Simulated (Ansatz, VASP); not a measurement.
**Rh: VASP beside Ansatz**

POSCAR

```
Rh
1.0
    2.6869385152      0.0000000000      0.0000000000
   -1.3434692576      2.3269570125      0.0000000000
    0.0000000000      0.0000000000     25.9693805539
Rh
6
Direct
    0.6666666667      0.3333333333      0.2888016518
    0.3333333333      0.6666666667      0.3732809911
    0.0000000000      0.0000000000      0.4577603304
    0.6666666667      0.3333333333      0.5422396696
    0.3333333333      0.6666666667      0.6267190089
    0.0000000000      0.0000000000      0.7111983482
```

INCAR.step1

```
PREC = Accurate
ENCUT = 520
ISMEAR = 0
SIGMA = 0.1
LREAL = False
LASPH = True
NELM = 100
LDIPOL = True
IDIPOL = 3
DIPOL = 0.5 0.5 0.500
NBANDS = 54
GGA = PE
ALGO = Normal
EDIFF = 1E-4
LWAVE = True
LCHARG = False
```

File INCAR.step2:

```
PREC = Accurate
ENCUT = 520
EDIFF = 1E-7
ISMEAR = 0
SIGMA = 0.1
LREAL = False
LASPH = True
NELM = 100
ALGO = Normal
ISIF = 2
LWAVE = False
LCHARG = True
LDIPOL = True
IDIPOL = 3
DIPOL = 0.5 0.5 0.500
METAGGA = R2SCAN
LMIXTAU = True
LELF = True
LVHAR = True
LVACPOTAV = True
NBANDS = 54
ISTART = 1
```

KPOINTS

```
regular mesh
0
Gamma
  15 15 1
```

Input for Ansatz:

```yaml
crystal:
  lattice:
    - [2.6869385152, 0.0, 0.0]
    - [-1.3434692576, 2.3269570125, 0.0]
    - [0.0, 0.0, 25.9693805539]
  atoms:
    - { symbol: Rh, position: [0.6666666667, 0.3333333333, 0.2888016518] }
    - { symbol: Rh, position: [0.3333333333, 0.6666666667, 0.3732809911] }
    - { symbol: Rh, position: [0.0, 0.0, 0.4577603304] }
    - { symbol: Rh, position: [0.6666666667, 0.3333333333, 0.5422396696] }
    - { symbol: Rh, position: [0.3333333333, 0.6666666667, 0.6267190089] }
    - { symbol: Rh, position: [0.0, 0.0, 0.7111983482] }
basis:
  ecutwfc: 500
kpoints:
  mp_grid: { grid: [15, 15, 1] }
hamiltonian:
  xc: r2scan
scf:
  occupations: { method: gaussian, width: 0.1 }
output:
  forces: true
  stress: true
  eigenvalues: true
  write_density: true
  write_potential: true
  elf: true
  volumetric_format: npy
efield:
  axis: 3
  dipole_correction: true
```

Alike in both runs: task single point; functional r2SCAN; k mesh 15 × 15 × 1; occupations gaussian, width 0.1 eV; no spin polarisation.

|  | VASP | Ansatz |
| --- | --- | --- |
| version | VASP 6.6.1 | Ansatz 0.2.0 |
| potentials or method | VASP PAW PBE potentials, release 64 (Rh_pv), cutoff 520 eV | scalar-relativistic, plane waves, PAW |
| valence electrons in the cell | 90 | 102 |

|  | VASP | Ansatz | Ansatz less VASP |
| --- | --- | --- | --- |
| gap on the k mesh at the Fermi level (eV) | none | none | - |
| rms of the force components (eV/Å) | 0.148 | 0.157 | +0.0092 |
| work function, face that differs most (eV) | 5.15 | 5.15 | +0.002 |

VASP's potentials were made for PBE, not for r2SCAN. Atom by atom the forces differ by 0.015 eV/Å (rms over components). A gap of «none» marks a metal or a gap that the smearing closes. VASP's potentials hold 90 valence electrons a cell and Ansatz's 102, so a difference there can come from the potentials and not from the codes. Ansatz's warnings: xc potential rough in thin density.
